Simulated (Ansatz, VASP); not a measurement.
# Cu: VASP beside Ansatz

Contents of INCAR:

```
ALGO = Normal
EDIFF = 1E-8
ENCUT = 520
GGA = PE
ISIF = 2
ISMEAR = -1
LASPH = True
LCHARG = False
LEFG = True
LREAL = False
LWAVE = False
NBANDS = 12
NELM = 60
PREC = Accurate
SIGMA = 0.03
```

File KPOINTS:

```
k-points
0
Gamma
  20 20 20
```

POSCAR

```
Cu
1.0
    0.0000000000      1.8148843201      1.8148843201
    1.8148843201      0.0000000000      1.8148843201
    1.8148843201      1.8148843201      0.0000000000
Cu
1
Direct
    0.0000000000      0.0000000000      0.0000000000
```

Input for Ansatz:

```yaml
crystal:
  lattice:
    - [0.0, 1.8148843201, 1.8148843201]
    - [1.8148843201, 0.0, 1.8148843201]
    - [1.8148843201, 1.8148843201, 0.0]
  atoms:
    - { symbol: Cu, position: [0.0, 0.0, 0.0] }
kpoints:
  mp_grid: { grid: [20, 20, 20] }
  band_path:
    path:
      - [0.0, 0.0, 0.0]
      - [0.5, 0.0, 0.5]
      - [0.625, 0.25, 0.625]
      - [0.375, 0.375, 0.75]
      - [0.0, 0.0, 0.0]
      - [0.5, 0.5, 0.5]
      - [0.5, 0.25, 0.75]
      - [0.5, 0.0, 0.5]
    npoints: 14
scf:
  occupations: { method: fermi_dirac, width: 0.03 }
hamiltonian:
  xc: pbe
  pseudopotentials: { kind: paw }
output:
  forces: true
  stress: true
  eigenvalues: true
  efg: { contact_densities: true }
  populations: true
  bader: true
  dos: { projected: true, de: 0.2, e_range: [-14, 8] }
  write_density: true
  write_potential: true
  elf: true
  volumetric_format: npy
```

Alike in both runs: task electric field gradients; functional PBE; k mesh 20 × 20 × 20; occupations fermi-dirac, width 0.03 eV; no spin polarisation.

```csv
,VASP,Ansatz
version,VASP 6.6.1,Ansatz 0.2.0
potentials or method,"VASP PAW PBE potentials, release 64 (Cu)","PAW with Ansatz's default frozen-core files, scalar-relativistic"
plane-wave cutoff (eV),520,420
valence electrons in the cell,11,19
```

```tsv
	VASP	Ansatz	Ansatz less VASP
pressure (GPa)	0.5	0.0	-0.52
```

VASP's potentials hold 11 valence electrons a cell and Ansatz's 19, so a difference there can come from the potentials and not from the codes.
